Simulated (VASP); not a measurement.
Set up this calculation in VASP 6.6.1, as the native input.

| Property | Result |
| --- | --- |
| Task | single point |
| Functional | PBEsol |
| Potentials or basis | VASP PAW PBE potentials, release 64 (W_sv, Te) |
| Cutoff | 520 eV |
| k mesh | 12 × 12 × 12 |
| Occupations | gaussian, width 0.1 eV |
| Spin | collinear spin |
| Starting moments | [0.75, -0.01] μB |
| Fixed moment | 1 μB |
| Dipole correction | no |
| Further INCAR settings | ALGO = Normal; EDIFF = 1e-07; NBANDS = 21 |

The structure of TeW lies in POSCAR:

```
TeW
1.0
    0.0000000000      3.0241765077      3.0241765077
    3.0241765077      0.0000000000      3.0241765077
    3.0241765077      3.0241765077      0.0000000000
W Te
1 1
Direct
    0.0000000000      0.0000000000      0.0000000000
    0.2500000000      0.2500000000      0.2500000000
```

The input as run:

INCAR

```
PREC = Accurate ; ENCUT = 520
EDIFF = 1E-7 ; ISMEAR = 0
SIGMA = 0.1 ; LREAL = False
LASPH = True ; NELM = 150
ALGO = Normal ; ISIF = 2
LWAVE = False ; LCHARG = True
ISPIN = 2 ; MAGMOM = 0.75 -0.01
LORBIT = 11 ; NUPDOWN = 1.0
LMAXMIX = 4 ; GGA = PS
LELF = True ; LVHAR = True
NBANDS = 21
```

KPOINTS

```
regular mesh
0
Gamma
  12 12 12
```

Potentials or basis: VASP PAW PBE potentials, release 64 (W_sv, Te).

Run with:

```sh
$ cat potpaw_PBE.64/W_sv/POTCAR potpaw_PBE.64/Te/POTCAR > POTCAR
$ mpirun -np 1 vasp_std > vasp.out
```

It gave:

```yaml
Pressure: -0.4 GPa
Net_moment: 1.00 μB per cell
Site_moments: W +0.81; Te -0.02 μB
Valence_electrons_inside_the_program's_atomic_spheres: W 12.02; Te 3.54
```

Caveat: the PAW data sets were made with another functional, which shifts forces and pressure a little; the total moment is fixed, so each spin has its own Fermi level and the state may be an excited one.

It took 52 s on 1 thread of Intel(R) Xeon(R) 6975P-C (Granite Rapids) (shared host), peak memory 0.29 GiB.
